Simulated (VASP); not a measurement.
S: density of states with PBE

Crystal: S.

```xyz
2
Lattice="0.0000 2.5075 2.5075 2.5075 0.0000 2.5075 2.5075 2.5075 0.0000" Properties=species:S:1:pos:R:3 pbc="T T T"
S    -0.6269   -0.6269   -0.6269
S     0.6269    0.6269    0.6269
```

This cell differs from its parent crystal: volume scaled by 0.65.

```json
{
 "Program": "VASP 6.6.1",
 "Task": "density of states",
 "Functional": "PBE",
 "Potentials or basis": "VASP PAW PBE potentials, release 64 (S)",
 "Cutoff": "520 eV",
 "k mesh": "13 × 13 × 13",
 "Occupations": "fermi-dirac, width 0.08 eV",
 "Spin": "no spin polarisation",
 "Dipole correction": "no",
 "k mesh for the DOS": "20 × 20 × 20",
 "Occupations for the DOS": "tetrahedron",
 "Further INCAR settings": "ALGO = Normal; EDIFF = 1e-06"
}
```

| Quantity | Value |
| --- | --- |
| Valence electrons inside the program's atomic spheres | S 3.61 |

Levels at points of the mesh, in eV from the Fermi level:
```csv
k point,band 4,band 5,band 6,band 7,band 8,band 9
"(0.00, 0.00, 0.00)",-5.63,-5.63,-1.71,-1.71,-1.71,6.12
"(0.50, 0.00, 0.00)",-6.78,-4.69,-0.14,-0.14,4.60,8.17
"(0.50, 0.50, 0.00)",-8.18,-2.91,-2.91,4.48,4.48,8.23
```

Run time: 65 s on 1 thread of AMD EPYC 7R13 Processor (Zen 3), on a shared host, peak memory 0.16 GiB.
